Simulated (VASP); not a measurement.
A run of VASP 6.6.1 is set up as follows.

File INCAR:

```
SYSTEM = CsI
PREC = Accurate ; ENCUT = 500
EDIFF = 1E-6 ; ISMEAR = 0
SIGMA = 0.01 ; LREAL = .FALSE.
LASPH = .TRUE. ; NELM = 120
ALGO = Normal ; ISIF = 2
LWAVE = .FALSE. ; LCHARG = .FALSE.
GGA = PE ; NBANDS = 15
GGA_COMPAT = .FALSE.
```

File KPOINTS:

```
Automatic mesh
0
G
  4 4 4
  0 0 0
```

Contents of POSCAR:

```
CsI
1.0
    4.5667000000      0.0000000000      0.0000000000
    0.0000000000      4.5667000000      0.0000000000
    0.0000000000      0.0000000000      4.5667000000
Cs I
1 1
Direct
    0.0000000000      0.0000000000      0.0000000000
    0.5000000000      0.5000000000      0.5000000000
```

Potentials or basis: VASP PAW PBE potentials, release 64 (Cs_sv, I).

Run with:

```console
$ cat potpaw_PBE.64/Cs_sv/POTCAR potpaw_PBE.64/I/POTCAR > POTCAR
$ mpirun -np 1 vasp_std > vasp.out
```

Q: Predict the pressure.

A: 0.8 GPa.

Q: Estimate the band gap on the k mesh.

A: 3.87 eV, indirect (least direct gap 3.96 eV).

Caveat: spin-orbit coupling is left out, which moves the levels of the heavy elements. A k mesh can miss the band edges.
